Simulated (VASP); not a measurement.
# CaBi2B4I (P4/mmm) in VASP: single point with PBE

Aim: the single point of CaBi2B4I with PBE.

Everything below comes from runs of VASP 6.6.1. Logs are shortened: lines on timing, memory, paths and dates and some standing lists are left out, and cuts for length are marked.

## 1. The cell of the first run

It takes space group P4/mmm (No. 123, tetragonal). The conventional cell has a = 3.809 Å, b = 3.809 Å, c = 9.283 Å, α = 90.00°, β = 90.00°, γ = 90.00°. Bi (site symmetry 4mm) has 4 B at 2.18 Å within 2.9 Å. Ca (site symmetry 4/mmm) has 8 B at 2.34 Å within 3.1 Å. Within 4.7 Å of I (site symmetry 4/mmm) lie 8 Bi at 3.49 Å and 8 B at 3.80 Å and 4 I at 3.81 Å and 2 Ca at 4.64 Å. B (site symmetry 2mm) has 2 Bi at 2.18 Å and 2 Ca at 2.34 Å and 5 B at 2.69 to 2.71 Å within 2.9 Å.

## 2. Single point, PBE, non-collinear spin, zero start, spin-orbit coupling

INCAR

```
SYSTEM = CaBi2B4I
PREC     = Accurate       ! precision mode
ENCUT    = 520            ! plane-wave cutoff, eV
EDIFF    = 1E-7           ! SCF threshold, eV
ISMEAR   = -1             ! smearing method
SIGMA    = 0.1            ! smearing width, eV
LREAL    = .FALSE.        ! projectors in reciprocal space
LASPH    = .TRUE.         ! aspherical terms in the spheres
NELM     = 150            ! most SCF steps
ALGO     = Normal         ! electronic algorithm
ISIF     = 2              ! what is computed and relaxed
LWAVE    = .FALSE.        ! write WAVECAR
LCHARG   = .FALSE.        ! write CHGCAR
MAGMOM   = 0 0 0 0 0 0 0 0 0 0 0 0 0 0 0 0 0 0 0 0 0 0 0 0 ! initial moments
LORBIT   = 11             ! projections on sites
LSORBIT  = .TRUE.         ! spin-orbit coupling
GGA_COMPAT= .FALSE.      
LORBMOM  = .TRUE.       
GGA      = PE             ! functional
NBANDS   = 77             ! bands
```

KPOINTS

```
Automatic mesh
0
G
  5 5 2
  0 0 0
```

POSCAR

```
CaBi2B4I
1.0
    3.8094560000      0.0000000000      0.0000000000
    0.0000000000      3.8094560000      0.0000000000
    0.0000000000      0.0000000000      9.2831340000
Bi Ca I B
2 1 1 4
Direct
    0.5000000000      0.5000000000      0.7392000000
    0.5000000000      0.5000000000      0.2608000000
    0.0000000000      0.0000000000      0.0000000000
    0.0000000000      0.0000000000      0.5000000000
    0.5000000000      0.0000000000      0.8540000000
    0.0000000000      0.5000000000      0.8540000000
    0.5000000000      0.0000000000      0.1460000000
    0.0000000000      0.5000000000      0.1460000000
```

Potentials or basis: VASP PAW PBE potentials, release 64 (Bi_d, Ca_sv, I, B).

The run is started by

```
> cat potpaw_PBE.64/Bi_d/POTCAR potpaw_PBE.64/Ca_sv/POTCAR potpaw_PBE.64/I/POTCAR potpaw_PBE.64/B/POTCAR > POTCAR
> mpirun -np 1 vasp_ncl > vasp.out
```

OUTCAR:

```text
SYSTEM = CaBi2B4I
   PREC = Accurate
   ENCUT = 520
   EDIFF = 1E-7
   ISMEAR = -1
   LREAL = .FALSE.
   LASPH = .TRUE.
   NELM = 150
   ISIF = 2
   LORBIT = 11
   LSORBIT = .TRUE.
   GGA = PE

 ion  position               nearest neighbor table
   1  0.500  0.500  0.739-   5 2.18   6 2.18   5 2.18   6 2.18   4 3.49   4 3.49   4 3.49   4 3.49

   2  0.500  0.500  0.261-   7 2.18   8 2.18   7 2.18   8 2.18   4 3.49   4 3.49   4 3.49   4 3.49

   3  0.000  0.000  0.000-   5 2.34   6 2.34   7 2.34   8 2.34   6 2.34   8 2.34   5 2.34   7 2.34

   4  0.000  0.000  0.500-   1 3.49   2 3.49   1 3.49   2 3.49   1 3.49   2 3.49   1 3.49   2 3.49

   5  0.500  0.000  0.854-   1 2.18   1 2.18   3 2.34   3 2.34
   6  0.000  0.500  0.854-   1 2.18   1 2.18   3 2.34   3 2.34
   7  0.500  0.000  0.146-   2 2.18   2 2.18   3 2.34   3 2.34
   8  0.000  0.500  0.146-   2 2.18   2 2.18   3 2.34   3 2.34

  LATTYP: Found a simple tetragonal cell.
 ALAT       =     3.8094560000
 C/A-ratio  =     2.4368660512

  Lattice vectors:

 A1 = (   3.8094560000,   0.0000000000,   0.0000000000)
 A2 = (   0.0000000000,   3.8094560000,   0.0000000000)
 A3 = (   0.0000000000,   0.0000000000,   9.2831340000)

Analysis of symmetry for initial positions (statically):
=====================================================================
 Subroutine PRICEL returns:
 Original cell was already a primitive cell.

 Routine SETGRP: Setting up the symmetry group for a
 simple tetragonal supercell.

 Subroutine GETGRP returns: Found 16 space group operations
 (whereof 16 operations were pure point group operations)
 out of a pool of 16 trial point group operations.

The static configuration has the point symmetry D_4h.

Analysis of symmetry for dynamics (positions and initial velocities):
=====================================================================
 Subroutine PRICEL returns:
 Original cell was already a primitive cell.

 Routine SETGRP: Setting up the symmetry group for a
 simple tetragonal supercell.

 Subroutine GETGRP returns: Found 16 space group operations
 (whereof 16 operations were pure point group operations)
 out of a pool of 16 trial point group operations.

The dynamic configuration has the point symmetry D_4h.

Analysis of structural, dynamic, and magnetic symmetry:
=====================================================================
 Subroutine PRICEL returns:
 Original cell was already a primitive cell.

 Routine SETGRP: Setting up the symmetry group for a
 simple tetragonal supercell.

 Subroutine GETGRP returns: Found 16 space group operations
 (whereof 16 operations were pure point group operations)
 out of a pool of 16 trial point group operations.

The overall configuration has the point symmetry D_4h.

 Subroutine INISYM returns: Found 16 space group operations
 (whereof 16 operations are pure point group operations),
 and found     1 'primitive' translations

----------------------------------------------------------------------------------------

                                     Primitive cell

  volume of cell :     134.7164

  direct lattice vectors                    reciprocal lattice vectors
     3.809456000  0.000000000  0.000000000     0.262504673  0.000000000  0.000000000
     0.000000000  3.809456000  0.000000000     0.000000000  0.262504673  0.000000000
     0.000000000  0.000000000  9.283134000     0.000000000  0.000000000  0.107722241

  length of vectors
     3.809456000  3.809456000  9.283134000     0.262504673  0.262504673  0.107722241

  position of ions in fractional coordinates (direct lattice)
     0.500000000  0.500000000  0.739200000
     0.500000000  0.500000000  0.260800000
     0.000000000  0.000000000  0.000000000
     0.000000000  0.000000000  0.500000000
     0.500000000  0.000000000  0.854000000
     0.000000000  0.500000000  0.854000000
     0.500000000  0.000000000  0.146000000
     0.000000000  0.500000000  0.146000000
[... 1023 lines left out ...]
  -------------------------------------------------------------------------------------
  Total       28.0450176     28.0450176     21.4063295      0.0000000      0.0000000      0.0000000
  in kB      333.5383346    333.5383346    254.5846681      0.0000000      0.0000000      0.0000000
  external PRESSURE =     307.2204458 kB  Pullay stress =       0.0000000 kB

 VOLUME and BASIS-vectors are now :
 -----------------------------------------------------------------------------
  energy-cutoff  :      520.00
  volume of cell :      134.72
      direct lattice vectors                 reciprocal lattice vectors
     3.809456000  0.000000000  0.000000000     0.262504673  0.000000000  0.000000000
     0.000000000  3.809456000  0.000000000     0.000000000  0.262504673  0.000000000
     0.000000000  0.000000000  9.283134000     0.000000000  0.000000000  0.107722241

 POSITION                                       TOTAL-FORCE (eV/Angst)
 -----------------------------------------------------------------------------------
      1.90473      1.90473      6.86209        -0.000000     -0.000000     -4.856051
      1.90473      1.90473      2.42104        -0.000000      0.000000      4.856051
      0.00000      0.00000      0.00000        -0.000000     -0.000000      0.000000
      0.00000      0.00000      4.64157        -0.000000     -0.000000      0.000000
      1.90473      0.00000      7.92780        -0.000000     -0.000000      1.898051
      0.00000      1.90473      7.92780         0.000000      0.000000      1.898051
      1.90473      0.00000      1.35534         0.000000      0.000000     -1.898051
      0.00000      1.90473      1.35534        -0.000000     -0.000000     -1.898051
 -----------------------------------------------------------------------------------
    total drift:                                0.000000      0.000000      0.000000

  FREE ENERGIE OF THE ION-ELECTRON SYSTEM (eV)
  ---------------------------------------------------
  free  energy   TOTEN  =       -24.7712632078 eV

  energy  without entropy=      -24.6376243695  energy(sigma->0) =      -24.70444379

 orbital moment (x)

 # of ion     p       d       tot
 ----------------------------------------
  1        -0.000  -0.000  -0.000
  2        -0.000  -0.000  -0.000
  3         0.000  -0.000  -0.000
  4        -0.000   0.000  -0.000
  5         0.000   0.000   0.000
  6        -0.000   0.000  -0.000
  7         0.000   0.000   0.000
  8        -0.000   0.000  -0.000
 ----------------------------------------
            0.000  -0.000   0.000

 orbital moment (y)

 # of ion     p       d       tot
 ----------------------------------------
  1         0.000   0.000   0.000
  2         0.000   0.000   0.000
  3        -0.000  -0.000  -0.000
  4         0.000  -0.000   0.000
  5         0.000   0.000   0.000
  6        -0.000   0.000  -0.000
  7         0.000   0.000   0.000
  8        -0.000   0.000  -0.000
 ----------------------------------------
           -0.000   0.000  -0.000

 orbital moment (z)

 # of ion     p       d       tot
 ----------------------------------------
  1         0.000   0.000   0.000
  2         0.000   0.000   0.000
  3         0.000  -0.000  -0.000
  4         0.000   0.000   0.000
  5         0.000   0.000   0.000
  6         0.000   0.000   0.000
  7         0.000   0.000   0.000
  8         0.000   0.000   0.000
 ----------------------------------------
            0.000  -0.000  -0.000

 Spin-Orbit-Coupling matrix elements

 Ion:    1  E_soc:     -1.3857889
 l=   1
     0.0000000    -0.1690888    -0.1545920
    -0.1690888     0.0000000    -0.1690888
    -0.1545920    -0.1690888     0.0000000
 l=   2
     0.0000000    -0.0132611     0.0000000    -0.0132611    -0.0543741
    -0.0132611     0.0000000    -0.0398395    -0.0126331    -0.0134582
     0.0000000    -0.0398395     0.0000000    -0.0398395     0.0000000
    -0.0132611    -0.0126331    -0.0398395     0.0000000    -0.0134582
    -0.0543741    -0.0134582     0.0000000    -0.0134582     0.0000000
 l=   3
     0.0000000     0.0000000     0.0000000     0.0000000     0.0000000     0.0000000     0.0000000
     0.0000000     0.0000000     0.0000000     0.0000000     0.0000000     0.0000000     0.0000000
     0.0000000     0.0000000     0.0000000     0.0000000     0.0000000     0.0000000     0.0000000
     0.0000000     0.0000000     0.0000000     0.0000000     0.0000000     0.0000000     0.0000000
[... 129 lines left out ...]
 l=   2
     0.0000000     0.0000000     0.0000000     0.0000000     0.0000000
     0.0000000     0.0000000     0.0000000     0.0000000     0.0000000
     0.0000000     0.0000000     0.0000000     0.0000000     0.0000000
     0.0000000     0.0000000     0.0000000     0.0000000     0.0000000
     0.0000000     0.0000000     0.0000000     0.0000000     0.0000000
 l=   3
     0.0000000     0.0000000     0.0000000     0.0000000     0.0000000     0.0000000     0.0000000
     0.0000000     0.0000000     0.0000000     0.0000000     0.0000000     0.0000000     0.0000000
     0.0000000     0.0000000     0.0000000     0.0000000     0.0000000     0.0000000     0.0000000
     0.0000000     0.0000000     0.0000000     0.0000000     0.0000000     0.0000000     0.0000000
     0.0000000     0.0000000     0.0000000     0.0000000     0.0000000     0.0000000     0.0000000
     0.0000000     0.0000000     0.0000000     0.0000000     0.0000000     0.0000000     0.0000000
     0.0000000     0.0000000     0.0000000     0.0000000     0.0000000     0.0000000     0.0000000

 total charge

# of ion       s       p       d       tot
------------------------------------------
    1        1.487   1.631  10.064  13.182
    2        1.487   1.631  10.064  13.182
    3        2.102   5.906   0.641   8.649
    4        1.520   2.792   0.024   4.336
    5        0.808   0.945   0.000   1.753
    6        0.808   0.945   0.000   1.753
    7        0.808   0.945   0.000   1.753
    8        0.808   0.945   0.000   1.753
--------------------------------------------------
tot          9.829  15.740  20.794  46.363

 magnetization (x)

# of ion       s       p       d       tot
------------------------------------------
    1        0.000  -0.000   0.000  -0.000
    2       -0.000  -0.000   0.000  -0.000
    3        0.000   0.000   0.000   0.000
    4       -0.000   0.000   0.000  -0.000
    5        0.000   0.000   0.000   0.000
    6        0.000   0.000   0.000   0.000
    7        0.000   0.000   0.000   0.000
    8        0.000   0.000   0.000   0.000
--------------------------------------------------
tot         -0.000  -0.000   0.000  -0.000

 magnetization (y)

# of ion       s       p       d       tot
------------------------------------------
    1        0.000   0.000   0.000   0.000
    2        0.000   0.000   0.000   0.000
    3        0.000   0.000  -0.000  -0.000
    4       -0.000  -0.000   0.000  -0.000
    5        0.000   0.000   0.000   0.000
    6        0.000   0.000   0.000   0.000
    7        0.000   0.000   0.000   0.000
    8        0.000   0.000   0.000   0.000
--------------------------------------------------
tot          0.000  -0.000   0.000   0.000

 magnetization (z)

# of ion       s       p       d       tot
------------------------------------------
    1        0.000   0.000  -0.000  -0.000
    2       -0.000   0.000  -0.000  -0.000
    3        0.000   0.000   0.000   0.000
    4        0.000   0.000   0.000   0.000
    5       -0.000   0.000   0.000   0.000
    6       -0.000  -0.000   0.000  -0.000
    7        0.000   0.000   0.000   0.000
    8       -0.000  -0.000   0.000  -0.000
--------------------------------------------------
tot          0.000   0.000  -0.000   0.000
```

Wall time 4.6 min (1 thread of AMD EPYC 7R13 (Zen 3), shared host); peak memory 0.53 GiB.

What came out:

```yaml
Free_energy: -24.7713 eV
Pressure: 30.7 GPa
Largest_force: 4.856 eV/Å
Net_moment: 0.00 μB per cell
Valence_electrons_inside_the_program's_atomic_spheres: Bi 13.18; Ca 8.65; I 4.34; B 1.75
```

Forces on the atoms (eV/Å):
```
Bi   0.000  0.000 -4.856
Bi   0.000  0.000  4.856
Ca   0.000  0.000  0.000
I    0.000  0.000  0.000
B    0.000  0.000  1.898
B    0.000  0.000  1.898
B    0.000  0.000 -1.898
B    0.000  0.000 -1.898
```

Stress tensor (GPa, compression positive):
```
33.35  0.00  0.00
 0.00 33.35  0.00
 0.00  0.00 25.46
```

Moments on the atoms (μB; x, y, z):
```
Bi  0.00 0.00 0.00
Bi  0.00 0.00 0.00
Ca  0.00 0.00 0.00
I   0.00 0.00 0.00
B   0.00 0.00 0.00
B   0.00 0.00 0.00
B   0.00 0.00 0.00
B   0.00 0.00 0.00
```

Caveat: the cell stands under pressure; forces of over 1 eV/Å act on the atoms, so gaps and moduli don't describe the material at rest.
